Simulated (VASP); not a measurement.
Te2Mo: single point with r2SCAN

The system is Te2Mo, a slab with vacuum.

```
Te Mo
1.0
     3.56039    0.00000    0.00000
    -1.78020    3.08339    0.00000
     0.00000    0.00000   24.81126
Te Mo
4 2
Direct
  0.33333 0.66667 0.07937
  0.66667 0.33333 0.77636
  0.66667 0.33333 0.92063
  0.33333 0.66667 0.22364
  0.33333 0.66667 0.84846
  0.66667 0.33333 0.15154
```

| Quantity | Value |
| --- | --- |
| Program | VASP 6.6.1 |
| Task | single point |
| Functional | r2SCAN |
| Potentials or basis | VASP PAW PBE potentials, release 64 (Te, Mo_sv) |
| Cutoff | 550 eV |
| k mesh | 7 × 7 × 1 |
| Occupations | fermi-dirac, width 0.1 eV |
| Spin | no spin polarisation |

```json
{
  "Largest force": "0.048 eV/Å",
  "Band gap on the k mesh": "1.41 eV (least direct gap 1.43 eV)"
}
```

Forces on the atoms (eV/Å):
```
Te   0.000  0.000 -0.048
Te   0.000  0.000 -0.028
Te   0.000  0.000  0.048
Te   0.000  0.000  0.028
Mo   0.000  0.000  0.002
Mo   0.000  0.000 -0.002
```

Levels at points of the mesh, in eV from the valence-band top:
```tsv
k point	band 24	band 25	band 26	band 27	band 28	band 29
(0.00, 0.00, 0.00)	-0.89	-0.40	0.00	3.28	3.28	3.30
```

Wall time 8.7 min on 1 thread of Intel Xeon 8259CL, with other jobs on the host, peak memory 0.44 GiB.

Caveat: there is no dipole correction, which matters where the two faces differ; the PAW data sets were made with another functional, which shifts forces and pressure a little; spin-orbit coupling is left out, which moves the levels of the heavy elements.
